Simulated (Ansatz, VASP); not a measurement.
Two plane-wave programs on Be

```xyz
1
Lattice="2.0256 0.0000 0.0000 0.0000 2.0256 0.0000 0.0000 0.0000 2.0256" Properties=species:S:1:pos:R:3 pbc="T T T"
Be    0.0000    0.0000    0.0000
```

Alike in both runs: task single point; functional r2SCAN; k mesh 8 × 8 × 8; occupations gaussian, width 0.1 eV; no spin polarisation.

|  | VASP | Ansatz |
| --- | --- | --- |
| version | VASP 6.6.1 | Ansatz 0.2.0 |
| potentials or method | VASP PAW PBE potentials, release 64 (Be), cutoff 520 eV | scalar-relativistic, plane waves, PAW |
| valence electrons in the cell | 2 | 2 |

VASP gave:

```
gap on the k mesh at the Fermi level (eV) : none
pressure (GPa)                            : 22.6
```

Q: What did Ansatz give for the same quantities?

A: gap on the k mesh at the Fermi level (eV): none; pressure (GPa): 22.4.

VASP's potentials were made for PBE, not for r2SCAN. A gap of «none» marks a metal or a gap that the smearing closes.

The k mesh is coarse, so the values compare programs but aren't converged.
